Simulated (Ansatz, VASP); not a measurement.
## One calculation of Si, two programs

```xyz
8
Lattice="3.8319 0.0000 0.0000 -1.9160 3.3185 0.0000 0.0000 0.0000 13.3130" Properties=species:S:1:pos:R:3 pbc="T T T"
Si    1.9160    1.1062    1.5000
Si    0.0000    2.2124    2.3002
Si    0.0000    2.2124    4.6709
Si    1.9160    1.1062    5.4711
Si    1.9160    1.1062    7.8418
Si    0.0000    2.2124    8.6420
Si    0.0000    2.2124   11.0127
Si    1.9160    1.1062   11.8130
```

Alike in both runs: task single point; functional r2SCAN; k mesh 9 × 9 × 1; occupations gaussian, width 0.05 eV; no spin polarisation.

|  | VASP | Ansatz |
| --- | --- | --- |
| version | VASP 6.6.1 | Ansatz 0.2.0 |
| potentials or method | VASP PAW PBE potentials, release 64 (Si), cutoff 520 eV | scalar-relativistic, plane waves, PAW |
| valence electrons in the cell | 32 | 32 |

```csv
,VASP,Ansatz,Ansatz less VASP
gap on the k mesh at the Fermi level (eV),0.84,0.83,-0.008
least direct gap on the mesh (eV),1.46,1.45,-0.008
rms of the force components (eV/Å),0.415,0.419,+0.0041
```

VASP's potentials were made for PBE, not for r2SCAN. Atom by atom the forces differ by 0.005 eV/Å (rms over components). Ansatz's warnings: vacuum below fermi, vacuum density over bound.
